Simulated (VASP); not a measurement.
# H3C2N in VASP: single point with PBE+D3(BJ)

Aim: the single point of H3C2N with PBE+D3(BJ).

Everything below comes from runs of VASP 6.6.1. Logs are shortened: lines on timing, memory, paths and dates and some standing lists are left out, and cuts for length are marked.

**1. The cell of the first run**

The cell holds a disordered packing, 36 atoms: a = 8.312 Å, b = 8.312 Å, c = 8.312 Å, α = 90.00°, β = 90.00°, γ = 90.00°.

**2. Single point, PBE+D3(BJ)**

INCAR

```
SYSTEM = H3C2N
  ALGO = Normal
  EDIFF = 1E-6
  ENCUT = 1000
  GGA = PE
  GGA_COMPAT = .FALSE.
  ISIF = 2
  ISMEAR = -1
  IVDW = 12
  LASPH = .TRUE.
  LCHARG = .FALSE.
  LREAL = Auto
  LWAVE = .FALSE.
  NBANDS = 72
  NELM = 120
  PREC = Accurate
  SIGMA = 0.05
```

KPOINTS

```
k-points
0
G
  1 1 1
  0 0 0
```

POSCAR

```
H3C2N
1.0
    8.3116590000      0.0000000000      0.0000000000
    0.0000000000      8.3116590000      0.0000000000
    0.0000000000      0.0000000000      8.3116590000
C N H
12 6 18
Direct
    1.0320081707      0.1530500710      0.4349071587
    0.9545988352      0.1836817415      0.5833733073
    0.4550716048      0.7844883915      0.2472310281
    0.4258836894      0.6410152293      0.3499181090
    0.1356768847      0.7763793005      0.6757856645
    0.2256468895      0.7422585551      0.8175263206
    0.4296133901      0.3289355350      0.7524971850
    0.4032167345      0.1914659877      0.6538405871
    0.7698222461      0.4774618400      0.1198918291
    0.8450539176      0.5980996092      0.2149751331
    0.8021623601      0.9724412419      0.9761107861
    0.7597400230      0.8404098388      0.8719919814
    0.9277209279      0.2315061289      0.7097259404
    0.4160059983      0.5348992301      0.4423184349
    0.2637860865      0.7025793527      0.9464175564
    0.3946745168      0.0745458879      0.5722082679
    0.8879695377      0.7098823472      0.2830842796
    0.6977066793      0.7311055470      0.8070230023
    1.0550841896      0.2627874892      0.3637300327
    1.1528023467      0.1019170782      0.4714221312
    0.9729946813      0.0598195860      0.3613839307
    0.4471189205      0.8785129419      0.3448649662
    0.5795834502      0.7920921684      0.1962785047
    0.3666175429      0.7945585833      0.1489594316
    0.2077202638      0.8539209802      0.5966077290
    0.1225026195      0.6580515394      0.6202010934
    0.0234850828      0.8319157463      0.7054668629
    0.4227435221      0.2912535271      0.8790302875
    0.5357895457      0.3851337019      0.7267261566
    0.3224867623      0.3962506162      0.7187133158
    0.6862889827      0.5397719035      0.0392460759
    0.8606825665      0.4231525860      0.0369962242
    0.7128420451      0.3948549862      0.2100904284
    0.8649416440      1.0811800628      0.9284187429
    0.6817772481      1.0114226293      1.0190625000
    0.8870431282      0.9317754735      1.0797242765
```

Potentials or basis: VASP PAW PBE potentials, release 64 (C_h, N_h, H_h).

Command:

```console
> cat potpaw_PBE.64/C_h/POTCAR potpaw_PBE.64/N_h/POTCAR potpaw_PBE.64/H_h/POTCAR > POTCAR
> mpirun -np 1 vasp_gam > vasp.out
```

OUTCAR:

```text
SYSTEM = H3C2N
   EDIFF = 1E-6
   ENCUT = 1000
   GGA = PE
   ISIF = 2
   ISMEAR = -1
   IVDW = 12
   LASPH = .TRUE.
   LREAL = Auto
   NELM = 120
   PREC = Accurate
 IVDW          = 12

 ion  position               nearest neighbor table
   1  0.032  0.153  0.435-  21 1.10  19 1.10  20 1.13   2 1.41
   2  0.955  0.184  0.583-  13 1.14   1 1.41
   3  0.455  0.784  0.247-  24 1.10  23 1.12  22 1.13   4 1.49
   4  0.426  0.641  0.350-  14 1.17   3 1.49
   5  0.136  0.776  0.676-  27 1.07  26 1.09  25 1.10   6 1.42
   6  0.226  0.742  0.818-  15 1.16   5 1.42
   7  0.430  0.329  0.752-  29 1.02  30 1.09  28 1.10   8 1.42
   8  0.403  0.191  0.654-  16 1.19   7 1.42
   9  0.770  0.477  0.120-  31 1.10  32 1.12  33 1.12  10 1.42
  10  0.845  0.598  0.215-  17 1.14   9 1.42
  11  0.802  0.972  0.976-  35 1.11  34 1.12  36 1.16  12 1.44
  12  0.760  0.840  0.872-  18 1.18  11 1.44
  13  0.928  0.232  0.710-   2 1.14
  14  0.416  0.535  0.442-   4 1.17
  15  0.264  0.703  0.946-   6 1.16
  16  0.395  0.075  0.572-   8 1.19
  17  0.888  0.710  0.283-  10 1.14
  18  0.698  0.731  0.807-  12 1.18
[... 16 lines left out ...]
  35  0.682  0.011  0.019-  11 1.11
  36  0.887  0.932  0.080-  11 1.16

  LATTYP: Found a simple cubic cell.
 ALAT       =     8.3116590000

  Lattice vectors:

 A1 = (   8.3116590000,   0.0000000000,   0.0000000000)
 A2 = (   0.0000000000,   8.3116590000,   0.0000000000)
 A3 = (   0.0000000000,   0.0000000000,   8.3116590000)

Analysis of symmetry for initial positions (statically):
=====================================================================
 Subroutine PRICEL returns:
 Original cell was already a primitive cell.

 Routine SETGRP: Setting up the symmetry group for a
 simple cubic supercell.

 Subroutine GETGRP returns: Found  1 space group operations
 (whereof  1 operations were pure point group operations)
 out of a pool of 48 trial point group operations.

The static configuration has the point symmetry C_1 .

Analysis of symmetry for dynamics (positions and initial velocities):
=====================================================================
 Subroutine PRICEL returns:
 Original cell was already a primitive cell.

 Routine SETGRP: Setting up the symmetry group for a
 simple cubic supercell.

 Subroutine GETGRP returns: Found  1 space group operations
 (whereof  1 operations were pure point group operations)
 out of a pool of 48 trial point group operations.

The dynamic configuration has the point symmetry C_1 .

 Subroutine INISYM returns: Found  1 space group operations
 (whereof  1 operations are pure point group operations),
 and found     1 'primitive' translations

----------------------------------------------------------------------------------------

                                     Primitive cell

  volume of cell :     574.2000

  direct lattice vectors                    reciprocal lattice vectors
     8.311659000  0.000000000  0.000000000     0.120312924  0.000000000  0.000000000
     0.000000000  8.311659000  0.000000000     0.000000000  0.120312924  0.000000000
     0.000000000  0.000000000  8.311659000     0.000000000  0.000000000  0.120312924

  length of vectors
     8.311659000  8.311659000  8.311659000     0.120312924  0.120312924  0.120312924

  position of ions in fractional coordinates (direct lattice)
     0.032008171  0.153050071  0.434907159
     0.954598835  0.183681742  0.583373307
     0.455071605  0.784488391  0.247231028
     0.425883689  0.641015229  0.349918109
     0.135676885  0.776379300  0.675785664
     0.225646889  0.742258555  0.817526321
[... 28 lines left out ...]
     0.681777248  0.011422629  0.019062500
     0.887043128  0.931775473  0.079724277

  ion indices of the primitive-cell ions
   primitive index   ion index
                 1           1
                 2           2
                 3           3
                 4           4
                 5           5
                 6           6
[... 28 lines left out ...]
                35          35
                36          36

----------------------------------------------------------------------------------------

 KPOINTS: k-points

Automatic generation of k-mesh.
 Grid dimensions read from file:
 generate k-points for:    1    1    1

 Generating k-lattice:

  Cartesian coordinates                     Fractional coordinates (reciprocal lattice)
     0.120312924  0.000000000  0.000000000     1.000000000  0.000000000  0.000000000
     0.000000000  0.120312924  0.000000000     0.000000000  1.000000000  0.000000000
     0.000000000  0.000000000  0.120312924     0.000000000  0.000000000  1.000000000

  Length of vectors
     0.120312924  0.120312924  0.120312924

  Shift w.r.t. Gamma in fractional coordinates (k-lattice)
     0.000000000  0.000000000  0.000000000

 Subroutine IBZKPT returns following result:
 ===========================================

 Found      1 irreducible k-points:

 Following reciprocal coordinates:
            Coordinates               Weight
  0.000000  0.000000  0.000000      1.000000
   k-points           NKPTS =      1   k-points in BZ     NKDIM =      1   number of bands    NBANDS=     72
   number of dos      NEDOS =    301   number of ions     NIONS =     36
   total plane-waves  NPLWV = 729000
   dimension x,y,z NGX =    90 NGY =   90 NGZ =   90
   dimension x,y,z NGXF=   180 NGYF=  180 NGZF=  180
   ions per type =              12   6  18
   NGX,Y,Z   is equivalent  to a cutoff of  18.00, 18.00, 18.00 a.u.
   NGXF,Y,Z  is equivalent  to a cutoff of  36.00, 36.00, 36.00 a.u.
 SYSTEM =  H3C2N
   PREC   = accura    normal or accurate (medium, high low for compatibility)
   ISTART =      0    job   : 0-new  1-cont  2-samecut
   ICHARG =      2    charge: 1-file 2-atom 10-const
   ISPIN  =      1    spin polarized calculation?
   LNONCOLLINEAR =      F non collinear calculations
   LSORBIT =      F    spin-orbit coupling
   LASPH  =      T    aspherical Exc in radial PAW
   ENCUT  = 1000.0 eV  73.50 Ry    8.57 a.u.  21.43 21.43 21.43*2*pi/ulx,y,z
   NELM   =    120;   NELMIN=  2; NELMDL= -5     # of ELM steps
   EDIFF  = 0.1E-05   stopping-criterion for ELM
   LREAL  =      T    real-space projection
   EDIFFG = 0.1E-04   stopping-criterion for IOM
   NSW    =      0    number of steps for IOM
   IBRION =     -1    ionic relax: 0-MD 1-quasi-New 2-CG
   NFREE  =      0    steps in history (QN), initial steepest desc. (CG)
   ISIF   =      2    stress and relaxation
   ISYM   =      2    0-nonsym 1-usesym 2-fastsym
   POTIM  = 0.5000    time-step for ionic-motion
   TEBEG  =    0.0;   TEEND  =   0.0 temperature during run
   PSTRESS=    0.0 pullay stress
   NELECT =      96.0000    total number of electrons
   NUPDOWN=      -1.0000    fix difference up-down
   EMIN   =  10.00;   EMAX   =-10.00  energy-range for DOS
   EFERMI =   0.00;   METHOD = LEGACY
   ISMEAR =    -1;   SIGMA  =   0.05  broadening in eV -4-tet -1-fermi 0-gaus
   EFERMI_NEDOS =   21; number of points for ismear=-14 and -15
   IALGO  =     38    algorithm
   IMIX   =      4    mixing-type and parameters
     AMIX     =   0.40;   BMIX     =  1.00
     AMIX_MAG =   1.60;   BMIX_MAG =  1.00
  volume/ion in A,a.u.               =      15.95       107.64
  Fermi-wavevector in a.u.,A,eV,Ry     =   0.901871  1.704288 11.066577  0.813370
  Thomas-Fermi vector in A             =   2.025004
   LORBIT       =      0    0 simple, 1 ext, 2 COOP (PROOUT), +10 PAW based schemes
   GGA     = PE    functional components
   LHFCALC =     F    Hartree Fock is set to
   AEXX    =    0.0000 exact exchange contribution
   IVDW    =    12    specifies the selected vdW correction
   LEPSILON=     F    determine dielectric tensor
   LRPA    =     F    only Hartree local field effects (RPA)
 non-spin polarized calculation
  energy-cutoff  :     1000.00
  volume of cell :      574.20
 maximum number of plane-waves:     20674
 NGX is ok and might be reduce to    90
   NGX = 43   NGY = 43   NGZ = 43

 number of electron      96.0000000 magnetization

 Free energy of the ion-electron system (eV)
  ---------------------------------------------------
  ext. energy  EPLUGINS =         0.00000000
  ---------------------------------------------------
  free energy    TOTEN  =      -220.46978569 eV

  energy without entropy =     -220.46978569  energy(sigma->0) =     -220.46978569

 E-fermi :  -3.3035     XC(G=0):  -5.8691

 val. band max:       -4.5357958977   @ k =   0.0000   0.0000   0.0000
 cond. band min:       1.3133539039   @ k =   0.0000   0.0000   0.0000
 fundamental gap:      5.8491498016
 Fermi energy:        -3.3035468775

 k-point     1 :       0.0000    0.0000    0.0000
  band No.  band energies     occupation
      1     -19.9852      2.00000
      2     -19.8253      2.00000
      3     -19.5278      2.00000
      4     -19.4948      2.00000
      5     -19.4817      2.00000
      6     -19.2050      2.00000
[... 52 lines left out ...]
     59       2.8427      0.00000
     60       2.9060      0.00000
 [bands above 60 left out]

------------------------ aborting loop because EDIFF is reached ----------------------------------------

 Edisp (eV)   -1.45318

 E8    (eV) :    -0.3451

  FORCE on cell =-STRESS in cart. coord.  units (eV):
  Direction    XX          YY          ZZ          XY          YZ          ZX
  --------------------------------------------------------------------------------------
  -------------------------------------------------------------------------------------
  Total      -0.25197     0.27783     1.47518    -0.36597     3.65357    -0.77481
  in kB      -0.70306     0.77523     4.11617    -1.02115    10.19447    -2.16195
  external pressure =        1.40 kB  Pullay stress =        0.00 kB

 VOLUME and BASIS-vectors are now :
 -----------------------------------------------------------------------------
  energy-cutoff  :     1000.00
  volume of cell :      574.20
      direct lattice vectors                 reciprocal lattice vectors
     8.311659000  0.000000000  0.000000000     0.120312924  0.000000000  0.000000000
     0.000000000  8.311659000  0.000000000     0.000000000  0.120312924  0.000000000
     0.000000000  0.000000000  8.311659000     0.000000000  0.000000000  0.120312924

 POSITION                                       TOTAL-FORCE (eV/Angst)
 -----------------------------------------------------------------------------------
      0.26604      1.27210      3.61480         1.167903     -1.201328     -0.999802
      7.93430      1.52670      4.84880         0.577128      0.382072     -1.047447
      3.78240      6.52040      2.05490         0.208987      0.016042      1.592059
      3.53980      5.32790      2.90840         0.749889     -0.276038     -0.305786
      1.12770      6.45300      5.61690         1.390060     -0.240240     -0.934894
      1.87550      6.16940      6.79500        -0.450087     -0.194277      1.610924
[... 28 lines left out ...]
      5.66670      0.09494      0.15844         0.519930      0.135364      0.431102
      7.37280      7.74460      0.66264        -1.414130      0.157464     -1.073715
 -----------------------------------------------------------------------------------
    total drift:                               -0.005168     -0.002748      0.000034

  FREE ENERGIE OF THE ION-ELECTRON SYSTEM (eV)
  ---------------------------------------------------
  free  energy   TOTEN  =      -221.9229642264 eV

  energy  without entropy=     -221.9229642264  energy(sigma->0) =     -221.92296423
```

Run time: 2.3 min. Hardware: 1 thread of AMD EPYC 9R45 (Zen 5), shared host; peak memory 1.2 GiB.

What came out:

```yaml
Free_energy: -221.9230 eV
Pressure: 0.1 GPa
Largest_force: 4.020 eV/Å
Band_gap_on_the_k_mesh: 5.85 eV
Dispersion_energy_per_atom: -0.040 eV
```

Forces on the atoms (eV/Å):
```
C    1.168 -1.201 -1.000
C    0.577  0.382 -1.047
C    0.209  0.016  1.592
C    0.750 -0.276 -0.306
C    1.390 -0.240 -0.935
C   -0.450 -0.194  1.611
C   -3.020 -1.531  0.851
C    0.935 -3.393 -1.941
C    0.310 -0.896 -0.114
C   -0.377 -0.306 -0.755
C    1.003  0.479  1.528
C   -0.613 -0.996 -0.659
N   -0.961  0.495  2.146
N   -0.222  0.696 -0.817
N    0.363  0.052 -0.446
N   -0.139  2.107  1.387
N    0.965  1.581  1.242
N    0.863  0.917  0.408
H   -0.200 -0.112  0.212
H   -0.588  0.354 -0.489
H   -0.059  0.181  0.060
H   -0.086  0.076 -1.011
H   -0.638 -0.434  0.421
H    0.059  0.024  0.363
H   -0.168 -0.033 -0.119
H   -0.458  0.034 -0.518
H   -0.839  0.223  0.106
H   -0.029  0.205  0.050
H    2.367  1.564 -0.692
H    0.059  1.076  0.469
H   -0.449 -0.206  0.102
H   -0.445 -0.250  0.556
H    0.067  0.009 -1.033
H   -0.450 -0.695 -0.580
H    0.520  0.135  0.431
H   -1.414  0.157 -1.074
```

Caveat: the k points lie up to 0.76 Å⁻¹ apart.
